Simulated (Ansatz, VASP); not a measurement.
# GdSbTe3: VASP beside Ansatz

```
CELL_PARAMETERS angstrom
5.70364 0.00000 0.00000
0.00000 5.70364 0.00000
0.00000 0.00000 5.70364
ATOMIC_POSITIONS crystal
Gd 0.00000 0.00000 0.00000
Sb 0.50000 0.50000 0.50000
Te 0.00000 0.50000 0.50000
Te 0.50000 0.50000 0.00000
Te 0.50000 0.00000 0.50000
```

Change from the starting cell: species swapped into the YbRh3C type (Pm-3m, No. 221).

Alike in both runs: functional PBE; k mesh 4 × 4 × 4; occupations gaussian, width 0.1 eV; collinear spin.

Ansatz relaxed the structure, and its values are those at the end. VASP's run is a single point on that final structure, the one shown.

|  | VASP | Ansatz |
| --- | --- | --- |
| version | VASP 6.6.1 | Ansatz 0.2.0 |
| potentials or method | VASP PAW PBE potentials, release 64 (Gd, Sb, Te), cutoff 520 eV | scalar-relativistic, plane waves, PAW |
| valence electrons in the cell | 41 | 81 |

Ansatz gave:

- gap on the k mesh at the Fermi level (eV): none
- pressure (GPa): 0.2
- net moment per atom (μB): 1.33
- size of the moment on the site where the two differ most (μB): 6.68

**Question.** What did VASP give for the same quantities?

**Answer.** gap on the k mesh at the Fermi level (eV): none; pressure (GPa): 0.2; net moment per atom (μB): 1.33; size of the moment on the site where the two differ most (μB): 6.47.

Site moments also hang on the region over which each program counts them. A gap of «none» marks a metal or a gap that the smearing closes. With one functional, cell and mesh, what is left measures potentials, basis and numerics. VASP's potentials hold 41 valence electrons a cell and Ansatz's 81, so a difference there can come from the potentials and not from the codes.

Neither program's run includes spin-orbit coupling.
